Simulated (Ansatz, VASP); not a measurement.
# H3CCl in VASP and in Ansatz

```
C Cl H
1.0
     8.20313    0.00000    0.00000
     0.00000    8.20313    0.00000
     0.00000    0.00000    8.20313
C Cl H
6 6 18
Cartesian
  0.5898 4.4149 3.0559
  5.9435 6.1388 3.3525
  4.0286 0.7577 5.8212
  3.7451 5.6590 7.4678
  6.0643 2.5050 1.6299
  7.8753 0.8961 6.1539
  0.5381 4.4329 4.8367
  7.0011 7.4652 2.7759
  4.0188 0.7612 7.6039
  3.5831 4.0407 6.7383
  4.8845 2.1120 2.9126
  8.7314 -0.4022 7.0240
  0.6009 5.4474 2.6964
  1.4777 3.8764 2.7223
  -0.3020 3.9024 2.6959
  6.5107 5.2143 3.2446
  5.6962 6.2931 4.4050
  5.0389 6.1050 2.7404
  4.0116 1.7943 5.4820
  4.9413 0.2721 5.4705
  3.1441 0.2242 5.4623
  2.8655 5.8620 8.0820
  4.6500 5.6745 8.0793
  3.8178 6.4016 6.6720
  7.0059 1.9765 1.8193
  5.6480 2.2060 0.6662
  6.2180 3.5863 1.6515
  8.5820 1.6963 5.9247
  7.4654 0.4816 5.2300
  7.0722 1.2732 6.7915
```

Alike in both runs: functional PBE; dispersion D3(BJ); k mesh 1 × 1 × 1; occupations fermi-dirac, width 0.05 eV; no spin polarisation.

Ansatz relaxed the structure, and its values are those at the end. VASP's run is a single point on that final structure, the one shown.

|  | VASP | Ansatz |
| --- | --- | --- |
| version | VASP 6.6.1 | Ansatz 0.2.0 |
| potentials or method | VASP PAW PBE potentials, release 64 (C_h, Cl, H_h), cutoff 1000 eV | scalar-relativistic, plane waves, PAW |
| valence electrons in the cell | 84 | 84 |

|  | VASP | Ansatz | Ansatz less VASP |
| --- | --- | --- | --- |
| gap on the k mesh at the Fermi level (eV) | 5.40 | 5.39 | -0.016 |
| rms of the force components (eV/Å) | 0.053 | 0.060 | +0.0074 |

Ansatz's warnings: xc potential rough in thin density.
